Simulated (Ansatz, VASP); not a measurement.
**Two plane-wave programs on CsGe3**

INCAR

```
SYSTEM = CsGe3
PREC = Accurate
ENCUT = 520
EDIFF = 1E-6
ISMEAR = 0
SIGMA = 0.1
LREAL = .FALSE.
LASPH = .TRUE.
NELM = 80
ALGO = Fast
ISIF = 2
LWAVE = .FALSE.
LCHARG = .FALSE.
GGA = PE
NBANDS = 34
```

File KPOINTS:

```
regular mesh
0
G
  6 6 4
  0 0 0
```

POSCAR

```
CsGe3
1.0
    5.5382232000      0.0000000000      0.0000000000
   -2.7691116000      4.7962419800      0.0000000000
    0.0000000000      0.0000000000      4.0571121800
Cs Ge
1 3
Direct
    0.0000000000      0.0000000000      0.0000000000
    0.5000000000      0.0000000000      0.0000000000
    0.0000000000      0.5000000000      0.0000000000
    0.5000000000      0.5000000000      0.0000000000
```

Input for Ansatz:

```yaml
crystal:
  lattice:
    - [5.5382232, 0.0, 0.0]
    - [-2.7691116, 4.79624198, 0.0]
    - [0.0, 0.0, 4.05711218]
  atoms:
    - { symbol: Cs, position: [0.0, 0.0, 0.0] }
    - { symbol: Ge, position: [0.5, 0.0, 0.0] }
    - { symbol: Ge, position: [0.0, 0.5, 0.0] }
    - { symbol: Ge, position: [0.5, 0.5, 0.0] }
basis:
  ecutwfc: 420
kpoints:
  mp_grid: { grid: [6, 6, 4] }
hamiltonian:
  xc: pbe
scf:
  occupations: { method: gaussian, width: 0.1 }
  lower_state_search: "off"
output:
  forces: true
  stress: true
  eigenvalues: true
```

Alike in both runs: task single point; functional PBE; k mesh 6 × 6 × 4; occupations gaussian, width 0.1 eV; no spin polarisation.

|  | VASP | Ansatz |
| --- | --- | --- |
| version | VASP 6.6.1 | Ansatz 0.2.0 |
| potentials or method | VASP PAW PBE potentials, release 64 (Cs_sv, Ge_d), cutoff 520 eV | scalar-relativistic, plane waves, PAW |
| valence electrons in the cell | 51 | 51 |

|  | VASP | Ansatz | Ansatz less VASP |
| --- | --- | --- | --- |
| gap on the k mesh at the Fermi level (eV) | none | none | - |
| pressure (GPa) | 15.0 | 14.7 | -0.33 |
| traceless stress, the component that is largest in VASP (GPa) | -14.66 | -14.39 | +0.272 |

A gap of «none» marks a metal or a gap that the smearing closes.

The k mesh is coarse, so the values compare programs but aren't converged. Neither program's run includes spin-orbit coupling.
